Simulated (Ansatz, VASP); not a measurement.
# Co: VASP beside Ansatz

INCAR

```
SYSTEM = Co
  PREC = Accurate
  ENCUT = 600
  EDIFF = 1E-6
  ISMEAR = -1
  SIGMA = 0.05
  LREAL = .FALSE.
  LASPH = .TRUE.
  NELM = 200
  ALGO = Normal
  ISIF = 2
  LWAVE = .FALSE.
  LCHARG = .FALSE.
  ISPIN = 2
  MAGMOM = -1.666 -1.666
  LORBIT = 11
  LMAXMIX = 4
  GGA = PE
  NBANDS = 20
  GGA_COMPAT = .FALSE.
```

The input KPOINTS:

```
Automatic mesh
0
G
  14 14 10
  0 0 0
```

The input POSCAR:

```
Co
1.0
    2.4100670579      0.0000000000      0.0000000000
    0.0000000000      2.4100670579      0.0000000000
    0.0000000000      0.0000000000      3.4066265563
Co
2
Direct
    0.0000000000      0.0000000000      0.0000000000
    0.5000000000      0.5000000000      0.5000000000
```

Input for Ansatz:

```yaml
crystal:
  lattice:
    - [2.4100670579, 0.0, 0.0]
    - [0.0, 2.4100670579, 0.0]
    - [0.0, 0.0, 3.4066265563]
  atoms:
    - { symbol: Co, position: [0.0, 0.0, 0.0], spin: -1.666 }
    - { symbol: Co, position: [0.5, 0.5, 0.5], spin: -1.666 }
hamiltonian:
  xc: pbe
  pseudopotentials:
    kind: paw
    azcp:
      Co: "pseudopotentials/Co.paw.azcp"
basis:
  ecutwfc: 420
  fft_grid_basis: typed
kpoints:
  mp_grid: { grid: [14, 14, 10], shift: [0, 0, 0] }
magnetization:
  spin_polarized: true
scf:
  occupations: { method: fermi_dirac, width: 0.05 }
  lower_state_search: "off"
output:
  stress: true
  write_density: true
  write_potential: true
  elf: true
  volumetric_format: npy
```

Alike in both runs: task single point; functional PBE; k mesh 14 × 14 × 10; occupations fermi-dirac, width 0.05 eV; collinear spin.

```csv
,VASP,Ansatz
version,VASP 6.6.1,Ansatz 0.2.0
potentials or method,"VASP PAW PBE potentials, release 64 (Co), cutoff 600 eV","plane waves (420 eV) with PAW, scalar-relativistic"
valence electrons in the cell,18,34
```

|  | VASP | Ansatz | Ansatz less VASP |
| --- | --- | --- | --- |
| pressure (GPa) | 24.5 | 26.0 | +1.44 |
| traceless stress, the component that is largest in VASP (GPa) | 0.16 | 0.16 | +0.001 |
| net moment per atom (μB) | 1.56 | 1.57 | +0.006 |
| size of the moment on the site where the two differ most (μB) | 1.56 | 1.63 | +0.064 |

Site moments also hang on the region over which each program counts them. VASP's potentials hold 18 valence electrons a cell and Ansatz's 34, so a difference there can come from the potentials and not from the codes.
